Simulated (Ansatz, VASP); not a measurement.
**Two plane-wave programs on NaCl**

```
Na Cl
1.0
     3.50219    0.00000    0.00000
     0.00000    3.50219    0.00000
     0.00000    0.00000    3.50219
Na Cl
1 1
Direct
  0.00000 0.00000 0.00000
  0.50000 0.50000 0.50000
```

Alike in both runs: task single point; functional PBEsol; k mesh 2 × 2 × 2; occupations gaussian, width 0.1 eV; no spin polarisation.

|  | VASP | Ansatz |
| --- | --- | --- |
| version | VASP 6.6.1 | Ansatz 0.2.0 |
| potentials or method | VASP PAW PBE potentials, release 64 (Na_pv, Cl), cutoff 500 eV | scalar-relativistic, plane waves, PAW |
| valence electrons in the cell | 14 | 16 |

```csv
,VASP,Ansatz,Ansatz less VASP
gap on the k mesh at the Fermi level (eV),3.65,3.65,+0.004
least direct gap on the mesh (eV),4.16,4.17,+0.004
pressure (GPa),2.7,2.7,+0.03
```

VASP's potentials were made for PBE, not for PBEsol. VASP's potentials hold 14 valence electrons a cell and Ansatz's 16, so a difference there can come from the potentials and not from the codes.

The k mesh is coarse, so the values compare programs but aren't converged.
